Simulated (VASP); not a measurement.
Set up this calculation in VASP 6.6.1, as the native input.

```
Task                   : single point
Functional             : r2SCAN
Potentials or basis    : VASP PAW PBE potentials, release 64 (F, Be, Sr_sv)
Cutoff                 : 520 eV
k mesh                 : 4 × 4 × 2, shifted
Occupations            : fermi-dirac, width 0.1 eV
Spin                   : no spin polarisation
Dipole correction      : no
Further INCAR settings : LREAL = Auto; ALGO = Normal; EDIFF = 1e-06; NBANDS = 58
```

SrBe3F4:

```xyz
16
Lattice="4.9250 0.0797 -0.0289 -2.3935 4.1456 -0.0137 -0.0561 -0.0632 9.2689" Properties=species:S:1:pos:R:3 pbc="T T T"
F     2.4620    1.3831    2.2922
F     0.0652    2.7364    7.0199
F     3.2806    0.0843    0.0337
F     0.9148    1.2857    4.6015
F     3.1433    2.7756    9.2263
F     3.1627    0.1600    4.6328
F     0.6864    1.3767    9.1260
F    -1.5840    2.6942    4.6257
Be   -2.3017    4.1100    0.0037
Be   -2.4144    4.1129    4.4959
Be   -0.0771    2.6695    5.3070
Be   -0.0105    2.6385    8.5182
Be    2.5286    1.4222    0.6510
Be    2.5974    1.3034    4.0010
Sr    0.0419    2.6291    2.3340
Sr    2.4769    1.3825    6.8756
```

These files were run (other wordings do the same):

POSCAR

```
SrBe3F4
1.0
    4.9250491400      0.0796910100     -0.0288741100
   -2.3935104000      4.1456265900     -0.0137257700
   -0.0561005600     -0.0631829700      9.2688756100
F Be Sr
8 6 2
Direct
    0.6605590000      0.3247490000      0.2498420000
    0.3450750000      0.6650100000      0.7594200000
    0.6698300000      0.0075420000      0.0057360000
    0.3426260000      0.3111400000      0.4979770000
    0.9733070000      0.6660590000      0.9994230000
    0.6641520000      0.0334840000      0.5019410000
    0.3163360000      0.3410280000      0.9860790000
    0.0035920000      0.6574490000      0.5000400000
    0.0143730000      0.9911600000      0.0019090000
    0.0010660000      0.9995010000      0.4865380000
    0.3052410000      0.6468170000      0.5744660000
    0.3214960000      0.6443120000      0.9209650000
    0.6751920000      0.3311820000      0.0728320000
    0.6819710000      0.3079110000      0.4342420000
    0.3184980000      0.6319250000      0.2537420000
    0.6727010000      0.3318980000      0.7443810000
```

INCAR.step1

```
SYSTEM = SrBe3F4
ALGO = Normal
EDIFF = 1E-4
ENCUT = 520
GGA = PE
ISMEAR = -1
LASPH = .True.
LCHARG = .False.
LREAL = Auto
LWAVE = .True.
NBANDS = 58
NELM = 100
PREC = Accurate
SIGMA = 0.1
```

INCAR.step2

```
SYSTEM = SrBe3F4
ALGO = Normal
EDIFF = 1E-6
ENCUT = 520
ISIF = 2
ISMEAR = -1
ISTART = 1
LASPH = .True.
LCHARG = .False.
LMIXTAU = .True.
LREAL = Auto
LWAVE = .False.
METAGGA = R2SCAN
NBANDS = 58
NELM = 100
PREC = Accurate
SIGMA = 0.1
```

KPOINTS

```
Automatic mesh
0
Gamma
  4 4 2
  0 0.5 0
```

Potentials or basis: VASP PAW PBE potentials, release 64 (F, Be, Sr_sv).

Run with:

```sh
$ cat potpaw_PBE.64/F/POTCAR potpaw_PBE.64/Be/POTCAR potpaw_PBE.64/Sr_sv/POTCAR > POTCAR
$ cp INCAR.step1 INCAR
$ mpirun -np 1 vasp_std > vasp.out
$ cp INCAR.step2 INCAR
$ mpirun -np 1 vasp_std > vasp.out
```

Results of the run:

```
Pressure               : 14.9 GPa
Largest force          : 3.537 eV/Å
Band gap on the k mesh : zero (band 44 reaches 7.19 eV, above the bottom of band 45 at 6.74 eV)
```

Caveat: the k points lie up to 0.38 Å⁻¹ apart; the PAW data sets were made with another functional, which shifts forces and pressure a little.

It took 9.9 min on 1 thread of AMD EPYC 9R45 96-Core Processor (Zen 5), on a shared host, peak memory 0.35 GiB.
